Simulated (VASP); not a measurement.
Wanted: the native input for a VASP 6.6.1 run.

```yaml
Task: single point
Functional: r2SCAN
Potentials_or_basis: VASP PAW PBE potentials, release 64 (V_sv)
Cutoff: 520 eV
k_mesh: 12 × 12 × 12
Occupations: fermi-dirac, width 0.05 eV
Spin: collinear spin, ferromagnetic start
Starting_moments: "[2.0] μB"
Dipole_correction: no
Further_INCAR_settings: ALGO = Normal; EDIFF = 1e-07; NBANDS = 16
```

The system is V.

```
CELL_PARAMETERS angstrom
-1.54405 1.54405 1.54405
1.54405 -1.54405 1.54405
1.54405 1.54405 -1.54405
ATOMIC_POSITIONS crystal
V 0.00000 0.00000 0.00000
```

One way to write it, as run:

POSCAR

```
V
1.0
   -1.5440506776      1.5440506776      1.5440506776
    1.5440506776     -1.5440506776      1.5440506776
    1.5440506776      1.5440506776     -1.5440506776
V
1
Direct
    0.0000000000      0.0000000000      0.0000000000
```

INCAR.step1

```
ALGO = Normal ; EDIFF = 1E-4
ENCUT = 520 ; GGA = PE
ISMEAR = -1 ; ISPIN = 2
LASPH = True ; LCHARG = False
LMAXMIX = 4 ; LREAL = False
LWAVE = True ; MAGMOM = 2
NBANDS = 16 ; NELM = 150
PREC = Accurate ; SIGMA = 0.05
```

INCAR.step2

```
ALGO = Normal ; EDIFF = 1E-7
ENCUT = 520 ; ISIF = 2
ISMEAR = -1 ; ISPIN = 2
ISTART = 1 ; LASPH = True
LCHARG = False ; LMAXMIX = 4
LMIXTAU = True ; LORBIT = 11
LREAL = False ; LWAVE = False
MAGMOM = 2 ; METAGGA = R2SCAN
NBANDS = 16 ; NELM = 150
PREC = Accurate ; SIGMA = 0.05
```

KPOINTS

```
k-points
0
Gamma
  12 12 12
```

Potentials or basis: VASP PAW PBE potentials, release 64 (V_sv).

Command:

```bash
$ cat potpaw_PBE.64/V_sv/POTCAR > POTCAR
$ cp INCAR.step1 INCAR
$ mpirun -np 1 vasp_std > vasp.out
$ cp INCAR.step2 INCAR
$ mpirun -np 1 vasp_std > vasp.out
```

It gave:

```json
{"Pressure": "-15.9 GPa", "Net moment": "0.00 μB per cell", "Valence electrons inside the program's atomic spheres": "V 11.47"}
```

Caveat: the PAW data sets were made with another functional, which shifts forces and pressure a little.

Wall time 110 s on 1 thread of Intel(R) Xeon(R) Platinum 8488C (Sapphire Rapids), with other jobs on the host, peak memory 0.15 GiB.
